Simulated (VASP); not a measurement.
Input of a VASP 6.6.1 run:

File INCAR:

```
  PREC = Accurate
  ENCUT = 520
  EDIFF = 1E-6
  ISMEAR = 0
  SIGMA = 0.1
  LREAL = False
  LASPH = True
  NELM = 100
  ALGO = Normal
  ISIF = 2
  LWAVE = False
  LCHARG = False
  GGA = PS
  NBANDS = 16
```

Contents of KPOINTS:

```
Automatic mesh
0
Gamma
  24 24 8
```

File POSCAR:

```
C
1.0
    2.4957825969      0.0000000000      0.0000000000
   -1.2478912985      2.1614111313      0.0000000000
    0.0000000000      0.0000000000      7.2277686035
C
4
Direct
    0.0000000000      0.0000000000      0.2500000000
    0.0000000000      0.0000000000      0.7500000000
    0.3333333333      0.6666666667      0.2500000000
    0.6666666667      0.3333333333      0.7500000000
```

Potentials or basis: VASP PAW PBE potentials, release 64 (C).

Launch:

```console
$ cat potpaw_PBE.64/C/POTCAR > POTCAR
$ mpirun -np 1 vasp_std > vasp.out
```

(1) Estimate the pressure.

(2) Predict the band gap on the k mesh.

Results:

(1) -10.3 GPa.

(2) zero (band 8 reaches 3.77 eV, above the bottom of band 9 at 3.75 eV).

Caveat: the cell differs from its parent crystal (biaxial strain in the a-b plane: +1.5 %); the PAW data sets were made with another functional, which shifts forces and pressure a little; this functional lacks dispersion, which binds the layers, so the pressure and a relaxed spacing across them are unreliable.
